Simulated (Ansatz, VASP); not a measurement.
# One calculation of AgCl, two programs

```
CELL_PARAMETERS angstrom
0.00000 2.77319 2.77319
2.77319 0.00000 2.77319
2.77319 2.77319 0.00000
ATOMIC_POSITIONS crystal
Ag 0.00000 0.00000 0.00000
Cl 0.50000 0.50000 0.50000
```

Alike in both runs: task single point; functional LDA; k mesh 8 × 8 × 8; no spin polarisation.

|  | VASP | Ansatz |
| --- | --- | --- |
| version | VASP 6.6.1 | Ansatz 0.2.0 |
| potentials or method | VASP PAW LDA potentials, release 64 (Ag, Cl) | plane waves, PAW |
| plane-wave cutoff (eV) | 520 | 420 |
| occupations | gaussian, width 0.01 eV | fixed |
| valence electrons in the cell | 18 | 26 |

```csv
,VASP,Ansatz,Ansatz less VASP
gap on the k mesh at the Fermi level (eV),0.64,0.61,-0.028
pressure (GPa),-5.6,-5.6,0.00
```

LDA's correlation is that of Perdew and Zunger in VASP and of Perdew and Wang (1992) in Ansatz. VASP's potentials hold 18 valence electrons a cell and Ansatz's 26, so a difference there can come from the potentials and not from the codes.
